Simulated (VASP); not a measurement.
# Hf (Fd-3m) in VASP: further runs

Runs on Hf. Level: BLYP. Tasks: single point.

Everything below comes from runs of VASP 6.6.1. Logs are shortened: lines on timing, memory, paths and dates and some standing lists are left out, and cuts for length are marked.

## 1. The cell of the first run

The structure is cubic, space group Fd-3m (No. 227). The conventional cell has a = 6.599 Å, b = 6.599 Å, c = 6.599 Å, α = 90.00°, β = 90.00°, γ = 90.00°. Hf (site symmetry -43m) has 4 Hf at 2.86 Å within 3.8 Å.

## 2. Single point, BLYP (volume scaled by 0.96)

The input, INCAR:

```
SYSTEM = Hf
AGGAC    = 1.0          
AGGAX    = 1.0          
ALDAC    = 0.0          
ALDAX    = 1.0          
ALGO     = Normal         ! electronic algorithm
EDIFF    = 1E-6           ! SCF threshold, eV
ENCUT    = 520            ! plane-wave cutoff, eV
GGA      = B5             ! functional
ISIF     = 2              ! what is computed and relaxed
ISMEAR   = -1             ! smearing method
LASPH    = .TRUE.         ! aspherical terms in the spheres
LCHARG   = .FALSE.        ! write CHGCAR
LREAL    = .FALSE.        ! projectors in reciprocal space
LWAVE    = .FALSE.        ! write WAVECAR
NBANDS   = 17             ! bands
NELM     = 80             ! most SCF steps
PREC     = Accurate       ! precision mode
SIGMA    = 0.1            ! smearing width, eV
```

The input, KPOINTS:

```
k-points
0
G
  9 9 9
  0 0 0
```

The input, POSCAR:

```
Hf
1.0
    0.0000000000      3.2994479366      3.2994479366
    3.2994479366      0.0000000000      3.2994479366
    3.2994479366      3.2994479366      0.0000000000
Hf
2
Direct
    0.1250000000      0.1250000000      0.1250000000
    0.8750000000      0.8750000000      0.8750000000
```

Potentials or basis: VASP PAW PBE potentials, release 64 (Hf_pv).

Launch:

```bash
$ cat potpaw_PBE.64/Hf_pv/POTCAR > POTCAR
$ mpirun -np 1 vasp_std > vasp.out
```

OUTCAR:

```text
SYSTEM = Hf
   EDIFF = 1E-6
   ENCUT = 520
   GGA = B5
   ISIF = 2
   ISMEAR = -1
   LASPH = .TRUE.
   LREAL = .FALSE.
   NELM = 80
   PREC = Accurate

 ion  position               nearest neighbor table
   1  0.125  0.125  0.125-   2 2.86   2 2.86   2 2.86   2 2.86
   2  0.875  0.875  0.875-   1 2.86   1 2.86   1 2.86   1 2.86

  LATTYP: Found a face centered cubic cell.
 ALAT       =     6.5988958732

  Lattice vectors:

 A1 = (   0.0000000000,   3.2994479366,   3.2994479366)
 A2 = (   3.2994479366,   0.0000000000,   3.2994479366)
 A3 = (   3.2994479366,   3.2994479366,   0.0000000000)

Analysis of symmetry for initial positions (statically):
=====================================================================
 Subroutine PRICEL returns:
 Original cell was already a primitive cell.

 Routine SETGRP: Setting up the symmetry group for a
 face centered cubic supercell.

 Subroutine GETGRP returns: Found 48 space group operations
 (whereof 12 operations were pure point group operations)
 out of a pool of 48 trial point group operations.

The static configuration has the point symmetry D_3d.
 The point group associated with its full space group is O_h .

Analysis of symmetry for dynamics (positions and initial velocities):
=====================================================================
 Subroutine PRICEL returns:
 Original cell was already a primitive cell.

 Routine SETGRP: Setting up the symmetry group for a
 face centered cubic supercell.

 Subroutine GETGRP returns: Found 48 space group operations
 (whereof 12 operations were pure point group operations)
 out of a pool of 48 trial point group operations.

The dynamic configuration has the point symmetry D_3d.
 The point group associated with its full space group is O_h .

 Subroutine INISYM returns: Found 48 space group operations
 (whereof 12 operations are pure point group operations),
 and found     1 'primitive' translations

----------------------------------------------------------------------------------------

                                     Primitive cell

  volume of cell :      71.8379

  direct lattice vectors                    reciprocal lattice vectors
     0.000000000  3.299447937  3.299447937    -0.151540503  0.151540503  0.151540503
     3.299447937  0.000000000  3.299447937     0.151540503 -0.151540503  0.151540503
     3.299447937  3.299447937  0.000000000     0.151540503  0.151540503 -0.151540503

  length of vectors
     4.666124020  4.666124020  4.666124020     0.262475851  0.262475851  0.262475851

  position of ions in fractional coordinates (direct lattice)
     0.125000000  0.125000000  0.125000000
     0.875000000  0.875000000  0.875000000

  ion indices of the primitive-cell ions
   primitive index   ion index
                 1           1
                 2           2

----------------------------------------------------------------------------------------

 KPOINTS: k-points

Automatic generation of k-mesh.
 Grid dimensions read from file:
 generate k-points for:    9    9    9

 Generating k-lattice:

  Cartesian coordinates                     Fractional coordinates (reciprocal lattice)
    -0.016837834  0.016837834  0.016837834     0.111111111  0.000000000  0.000000000
     0.016837834 -0.016837834  0.016837834     0.000000000  0.111111111  0.000000000
     0.016837834  0.016837834 -0.016837834     0.000000000  0.000000000  0.111111111

  Length of vectors
     0.029163983  0.029163983  0.029163983

  Shift w.r.t. Gamma in fractional coordinates (k-lattice)
     0.000000000  0.000000000  0.000000000

 Subroutine IBZKPT returns following result:
 ===========================================

 Found     35 irreducible k-points:

 Following reciprocal coordinates:
            Coordinates               Weight
  0.000000  0.000000  0.000000      1.000000
  0.111111  0.000000  0.000000      8.000000
  0.222222  0.000000  0.000000      8.000000
  0.333333  0.000000  0.000000      8.000000
  0.444444  0.000000  0.000000      8.000000
  0.111111  0.111111  0.000000      6.000000
[... 16 lines left out ...]
 -0.333333  0.333333  0.000000     12.000000
  0.444444  0.444444  0.000000      6.000000
 [... further k-points ...]
   k-points           NKPTS =     35   k-points in BZ     NKDIM =     35   number of bands    NBANDS=     17
   number of dos      NEDOS =    301   number of ions     NIONS =      2
   total plane-waves  NPLWV =  46656
   dimension x,y,z NGX =    36 NGY =   36 NGZ =   36
   dimension x,y,z NGXF=    72 NGYF=   72 NGZF=   72
   ions per type =               2
   NGX,Y,Z   is equivalent  to a cutoff of  12.83, 12.83, 12.83 a.u.
   NGXF,Y,Z  is equivalent  to a cutoff of  25.65, 25.65, 25.65 a.u.
 SYSTEM =  Hf
   PREC   = accura    normal or accurate (medium, high low for compatibility)
   ISTART =      0    job   : 0-new  1-cont  2-samecut
   ICHARG =      2    charge: 1-file 2-atom 10-const
   ISPIN  =      1    spin polarized calculation?
   LNONCOLLINEAR =      F non collinear calculations
   LSORBIT =      F    spin-orbit coupling
   LASPH  =      T    aspherical Exc in radial PAW
   ENCUT  =  520.0 eV  38.22 Ry    6.18 a.u.   8.68  8.68  8.68*2*pi/ulx,y,z
   NELM   =     80;   NELMIN=  2; NELMDL= -5     # of ELM steps
   EDIFF  = 0.1E-05   stopping-criterion for ELM
   LREAL  =      F    real-space projection
   EDIFFG = 0.1E-04   stopping-criterion for IOM
   NSW    =      0    number of steps for IOM
   IBRION =     -1    ionic relax: 0-MD 1-quasi-New 2-CG
   NFREE  =      0    steps in history (QN), initial steepest desc. (CG)
   ISIF   =      2    stress and relaxation
   ISYM   =      2    0-nonsym 1-usesym 2-fastsym
   POTIM  = 0.5000    time-step for ionic-motion
   TEBEG  =    0.0;   TEEND  =   0.0 temperature during run
   PSTRESS=    0.0 pullay stress
   NELECT =      20.0000    total number of electrons
   NUPDOWN=      -1.0000    fix difference up-down
   EMIN   =  10.00;   EMAX   =-10.00  energy-range for DOS
   EFERMI =   0.00;   METHOD = LEGACY
   ISMEAR =    -1;   SIGMA  =   0.10  broadening in eV -4-tet -1-fermi 0-gaus
   EFERMI_NEDOS =   21; number of points for ismear=-14 and -15
   IALGO  =     38    algorithm
   IMIX   =      4    mixing-type and parameters
     AMIX     =   0.40;   BMIX     =  1.00
     AMIX_MAG =   1.60;   BMIX_MAG =  1.00
  volume/ion in A,a.u.               =      35.92       242.39
  Fermi-wavevector in a.u.,A,eV,Ry     =   1.068973  2.020067 15.547433  1.142704
  Thomas-Fermi vector in A             =   2.204638
   LORBIT       =      0    0 simple, 1 ext, 2 COOP (PROOUT), +10 PAW based schemes
   GGA     = B5    functional components
   LHFCALC =     F    Hartree Fock is set to
   AEXX    =    0.0000 exact exchange contribution
   IVDW    =     0    specifies the selected vdW correction
   LEPSILON=     F    determine dielectric tensor
   LRPA    =     F    only Hartree local field effects (RPA)
 non-spin polarized calculation
  energy-cutoff  :      520.00
  volume of cell :       71.84
 maximum number of plane-waves:      1948
   NGX = 17   NGY = 17   NGZ = 17

 number of electron      20.0000003 magnetization

 Free energy of the ion-electron system (eV)
  ---------------------------------------------------
  ext. energy  EPLUGINS =         0.00000000
  ---------------------------------------------------
  free energy    TOTEN  =       -12.90325682 eV

  energy without entropy =      -12.73166915  energy(sigma->0) =      -12.81746299

 E-fermi :   1.9489     XC(G=0):  -8.3294

 val. band max:        1.9488127774   @ k =  -0.2222   0.3333   0.1111
 cond. band min:       1.9562801356   @ k =   0.4444   0.3333   0.1111
 fundamental gap:      0.0074673582
 Fermi energy:         1.9488711276

 k-point     1 :       0.0000    0.0000    0.0000
  band No.  band energies     occupation
      1     -28.8659      2.00000
      2     -28.8659      2.00000
      3     -28.8659      2.00000
      4     -28.3158      2.00000
      5     -28.3158      2.00000
      6     -28.3158      2.00000
[... 9 lines left out ...]
     16       7.3364      0.00000
     17       7.3364      0.00000

 k-point     2 :       0.1111    0.0000    0.0000
  band No.  band energies     occupation
      1     -28.8733      2.00000
      2     -28.8733      2.00000
      3     -28.8643      2.00000
      4     -28.3187      2.00000
      5     -28.3080      2.00000
      6     -28.3080      2.00000
[... 9 lines left out ...]
     16       7.2939      0.00000
     17       7.2939      0.00000

 k-point     3 :       0.2222    0.0000    0.0000
  band No.  band energies     occupation
      1     -28.8914      2.00000
      2     -28.8914      2.00000
      3     -28.8606      2.00000
      4     -28.3257      2.00000
      5     -28.2892      2.00000
      6     -28.2892      2.00000
[... 9 lines left out ...]
     16       7.1431      0.00000
     17       7.1431      0.00000

 k-point     4 :       0.3333    0.0000    0.0000
  band No.  band energies     occupation
      1     -28.9106      2.00000
      2     -28.9106      2.00000
      3     -28.8566      2.00000
      4     -28.3334      2.00000
      5     -28.2691      2.00000
      6     -28.2691      2.00000
[... 9 lines left out ...]
     16       6.8358      0.00000
     17       6.8361      0.00000

 k-point     5 :       0.4444    0.0000    0.0000
  band No.  band energies     occupation
      1     -28.9225      2.00000
      2     -28.9225      2.00000
      3     -28.8542      2.00000
      4     -28.3382      2.00000
      5     -28.2565      2.00000
      6     -28.2565      2.00000
[... 9 lines left out ...]
     16       6.4515      0.00000
     17       6.5977      0.00000

 k-point     6 :       0.1111    0.1111    0.0000
  band No.  band energies     occupation
      1     -28.8820      2.00000
      2     -28.8820      2.00000
      3     -28.8501      2.00000
      4     -28.3337      2.00000
      5     -28.2990      2.00000
      6     -28.2990      2.00000
[... 9 lines left out ...]
     16       7.0810      0.00000
     17       7.4433      0.00000

 k-point     7 :       0.2222    0.1111    0.0000
  band No.  band energies     occupation
      1     -28.9006      2.00000
      2     -28.9004      2.00000
      3     -28.8361      2.00000
      4     -28.3502      2.00000
      5     -28.2804      2.00000
      6     -28.2797      2.00000
[... 9 lines left out ...]
     16       6.8005      0.00000
     17       7.4450      0.00000

 k-point     8 :       0.3333    0.1111    0.0000
  band No.  band energies     occupation
      1     -28.9231      2.00000
      2     -28.9195      2.00000
      3     -28.8237      2.00000
      4     -28.3652      2.00000
      5     -28.2598      2.00000
      6     -28.2578      2.00000
[... 9 lines left out ...]
     16       6.4567      0.00000
     17       7.2561      0.00000
[... 203 lines left out ...]
      1     -28.9583      2.00000
      2     -28.9140      2.00000
      3     -28.7990      2.00000
      4     -28.3906      2.00000
      5     -28.2654      2.00000
      6     -28.2227      2.00000
[... 9 lines left out ...]
     16       5.8596      0.00000
     17       7.4414      0.00000

 k-point    20 :       0.3333    0.3333    0.0000
  band No.  band energies     occupation
      1     -28.9572      2.00000
      2     -28.9572      2.00000
      3     -28.7345      2.00000
      4     -28.4608      2.00000
      5     -28.2205      2.00000
      6     -28.2205      2.00000
[... 9 lines left out ...]
     16       5.4670      0.00000
     17       7.4646      0.00000

 k-point    21 :       0.4444    0.3333    0.0000
  band No.  band energies     occupation
      1     -28.9744      2.00000
      2     -28.9681      2.00000
      3     -28.6950      2.00000
      4     -28.5016      2.00000
      5     -28.2090      2.00000
      6     -28.2035      2.00000
[... 9 lines left out ...]
     16       5.3945      0.00000
     17       7.1634      0.00000

 k-point    22 :      -0.4444    0.3333    0.0000
  band No.  band energies     occupation
      1     -28.9896      2.00000
      2     -28.9666      2.00000
      3     -28.6723      2.00000
      4     -28.5232      2.00000
      5     -28.2104      2.00000
      6     -28.1900      2.00000
[... 9 lines left out ...]
     16       6.3256      0.00000
     17       6.3537      0.00000

 k-point    23 :      -0.3333    0.3333    0.0000
  band No.  band energies     occupation
      1     -28.9930      2.00000
      2     -28.9534      2.00000
      3     -28.7030      2.00000
      4     -28.4904      2.00000
      5     -28.2242      2.00000
      6     -28.1880      2.00000
[... 9 lines left out ...]
     16       5.5826      0.00000
     17       6.9541      0.00000

 k-point    24 :       0.4444    0.4444    0.0000
  band No.  band energies     occupation
      1     -28.9798      2.00000
      2     -28.9798      2.00000
      3     -28.6471      2.00000
      4     -28.5522      2.00000
      5     -28.1968      2.00000
      6     -28.1968      2.00000
[... 9 lines left out ...]
     16       5.2662      0.00000
     17       6.9602      0.00000

 [... further k-points ...]
[... 5 lines left out ...]
  --------------------------------------------------------------------------------------
  -------------------------------------------------------------------------------------
  Total        0.4944602      0.4944602      0.4944602      0.0000000      0.0000000      0.0000000
  in kB       11.0277794     11.0277794     11.0277794      0.0000000      0.0000000      0.0000000
  external PRESSURE =      11.0277794 kB  Pullay stress =       0.0000000 kB

 VOLUME and BASIS-vectors are now :
 -----------------------------------------------------------------------------
  energy-cutoff  :      520.00
  volume of cell :       71.84
      direct lattice vectors                 reciprocal lattice vectors
     0.000000000  3.299447937  3.299447937    -0.151540503  0.151540503  0.151540503
     3.299447937  0.000000000  3.299447937     0.151540503 -0.151540503  0.151540503
     3.299447937  3.299447937  0.000000000     0.151540503  0.151540503 -0.151540503

 POSITION                                       TOTAL-FORCE (eV/Angst)
 -----------------------------------------------------------------------------------
      0.82486      0.82486      0.82486        -0.000000     -0.000000     -0.000000
      5.77403      5.77403      5.77403         0.000000      0.000000      0.000000
 -----------------------------------------------------------------------------------
    total drift:                                0.000000      0.000000      0.000000

  FREE ENERGIE OF THE ION-ELECTRON SYSTEM (eV)
  ---------------------------------------------------
  free  energy   TOTEN  =       -12.9032568219 eV

  energy  without entropy=      -12.7316691482  energy(sigma->0) =      -12.81746299
```

It took 47 s on 1 thread of Intel Xeon Platinum 8259CL at 2.50GHz (Skylake/Cascade Lake), shared host; peak memory 0.21 GiB.

Results:

```
Free energy            : -12.9033 eV
Pressure               : 1.1 GPa
Band gap on the k mesh : zero (band 10 reaches 2.27 eV, above the bottom of band 11 at 1.71 eV)
```

Caveat: the cell differs from its parent crystal (volume scaled by 0.96); the PAW data sets were made with another functional, which shifts forces and pressure a little; spin-orbit coupling is left out, which moves the levels of the heavy elements.

## 3. Single point, BLYP

This run uses another cell than the first one, of 37.42 Å³/atom, 1.042 times its volume.

The input, INCAR:

```
PREC     = Accurate       # precision mode
ENCUT    = 520            # plane-wave cutoff, eV
EDIFF    = 1E-7           # SCF threshold, eV
ISMEAR   = -1             # smearing method
SIGMA    = 0.1            # smearing width, eV
LREAL    = F              # projectors in reciprocal space
LASPH    = T              # aspherical terms in the spheres
NELM     = 80             # most SCF steps
ALGO     = Normal         # electronic algorithm
ISIF     = 2              # what is computed and relaxed
LWAVE    = F              # write WAVECAR
LCHARG   = T              # write CHGCAR
GGA      = B5             # functional
ALDAX    = 1.0          
AGGAX    = 1.0          
AGGAC    = 1.0          
ALDAC    = 0.0          
LELF     = T              # ELF
LVHAR    = T            
NBANDS   = 17             # bands
```

The input, KPOINTS:

```
Automatic mesh
0
Gamma
  9 9 9
```

The input, POSCAR:

```
Hf
1.0
    0.0000000000      3.3446514707      3.3446514707
    3.3446514707      0.0000000000      3.3446514707
    3.3446514707      3.3446514707      0.0000000000
Hf
2
Direct
    0.1250000000      0.1250000000      0.1250000000
    0.8750000000      0.8750000000      0.8750000000
```

Potentials or basis: VASP PAW PBE potentials, release 64 (Hf_pv).

Launch:

```bash
$ cat potpaw_PBE.64/Hf_pv/POTCAR > POTCAR
$ mpirun -np 1 vasp_std > vasp.out
```

Run time: 53 s. Hardware: 1 thread of Intel Xeon Platinum 8259CL at 2.50GHz (Skylake/Cascade Lake), shared host; peak memory 0.21 GiB.

The run converged. Its results:

```yaml
Free_energy: -12.9131 eV
Pressure: 0.0 GPa
Band_gap_on_the_k_mesh: zero (band 10 reaches 2.06 eV, above the bottom of band 11 at 1.51 eV)
```

Levels at points of the mesh, in eV from the Fermi level:
```csv
k point,band 8,band 9,band 10,band 11,band 12,band 13
"(0.00, 0.00, 0.00)",-0.25,-0.25,0.13,0.13,0.13,1.91
```

Caveat: the PAW data sets were made with another functional, which shifts forces and pressure a little; spin-orbit coupling is left out, which moves the levels of the heavy elements.

(Part 1 of 3 ends here.)
